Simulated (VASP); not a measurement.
**NaCl: single point with PBEsol**

NaCl:

```
Na Cl
1.0
     0.00000    2.79348    2.79348
     2.79348    0.00000    2.79348
     2.79348    2.79348    0.00000
Na Cl
1 1
Direct
  0.00000 0.00000 0.00000
  0.50000 0.50000 0.50000
```

- Program: VASP 6.6.1
- Task: single point
- Functional: PBEsol
- Potentials or basis: VASP PAW PBE potentials, release 64 (Na_pv, Cl)
- Cutoff: 500 eV
- k mesh: 8 × 8 × 8
- Occupations: fermi-dirac, width 0.03 eV
- Spin: no spin polarisation

The pressure is 0.2 GPa. The band gap on the k mesh is 5.04 eV.

Levels at points of the mesh, in eV from the valence-band top:
| k point | band 5 | band 6 | band 7 | band 8 | band 9 | band 10 |
| --- | --- | --- | --- | --- | --- | --- |
| (0.00, 0.00, 0.00) | 0.00 | 0.00 | 0.00 | 5.04 | 11.02 | 11.02 |
| (0.50, 0.00, 0.00) | -2.06 | -0.29 | -0.29 | 7.12 | 10.73 | 10.93 |
| (0.50, 0.50, 0.00) | -1.78 | -0.64 | -0.64 | 7.51 | 7.86 | 11.33 |

Wall time 16 s on 1 thread of Intel(R) Xeon(R) Platinum 8259CL CPU @ 2.50GHz (Skylake/Cascade Lake), with other jobs on the host, peak memory 0.16 GiB.

Caveat: the PAW data sets were made with another functional, which shifts forces and pressure a little.
